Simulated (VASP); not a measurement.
Input of a VASP 6.6.1 run:

The input INCAR:

```
ALGO = Normal ; EDIFF = 1E-6
EDIFFG = -0.04 ; ENCUT = 600
GGA = PE ; IBRION = 2
ISIF = 3 ; ISMEAR = 0
LASPH = True ; LCHARG = False
LREAL = False ; LWAVE = False
NELM = 100 ; NSW = 90
PREC = Accurate ; SIGMA = 0.1
```

The input KPOINTS:

```
k-points
0
Gamma
  6 6 2
```

Contents of POSCAR:

```
Rb2BaS2
1.0
    5.1399040800      0.0000000000      0.0000000000
   -2.5699520400      4.4512875100      0.0000000000
    0.0000000000      0.0000000000      9.1249020600
Rb Ba S
2 1 2
Direct
    0.6666666700      0.3333333300      0.3759044400
    0.3333333300      0.6666666700      0.6240955600
    0.0000000000      0.0000000000      0.0000000000
    0.6666666700      0.3333333300      0.7219373600
    0.3333333300      0.6666666700      0.2780626400
```

Potentials or basis: VASP PAW PBE potentials, release 64 (Rb_sv, Ba_sv, S).

Run with:

```console
$ cat potpaw_PBE.64/Rb_sv/POTCAR potpaw_PBE.64/Ba_sv/POTCAR potpaw_PBE.64/S/POTCAR > POTCAR
$ mpirun -np 1 vasp_std > vasp.out
```

(1) What does it give for the band gap on the k mesh?

(2) What does it give for the relaxed volume?

(3) Estimate the space group after relaxing (to 0.1 Å).

Results:

(1) 2.31 eV (least direct gap 2.45 eV).

(2) 36.63 Å³/atom.

(3) P-3m1 (No. 164).

Caveat: spin-orbit coupling is left out, which moves the levels of the heavy elements.
